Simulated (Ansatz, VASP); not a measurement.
One calculation of BN, two programs

```xyz
2
Lattice="0.0000 2.0344 1.4383 2.0344 0.0000 1.4383 2.0344 2.0344 0.0000" Properties=species:S:1:pos:R:3 pbc="T T T"
B     0.0000    0.0000    0.0000
N     3.0516    3.0516    2.1575
```

Alike in both runs: task single point; functional PBE; k mesh 12 × 12 × 12; occupations gaussian, width 0.05 eV; no spin polarisation.

```csv
,VASP,Ansatz
version,VASP 6.6.1,Ansatz 0.2.0
potentials or method,"VASP PAW PBE potentials, release 64 (B, N), cutoff 520 eV","scalar-relativistic, plane waves, PAW"
valence electrons in the cell,8,8
```

|  | VASP | Ansatz | Ansatz less VASP |
| --- | --- | --- | --- |
| gap on the k mesh at the Fermi level (eV) | 0.77 | 0.78 | +0.014 |
| least direct gap on the mesh (eV) | 6.04 | 6.05 | +0.006 |
| pressure (GPa) | -3.9 | -4.1 | -0.17 |
| traceless stress, the component that is largest in VASP (GPa) | 88.17 | 88.15 | -0.015 |
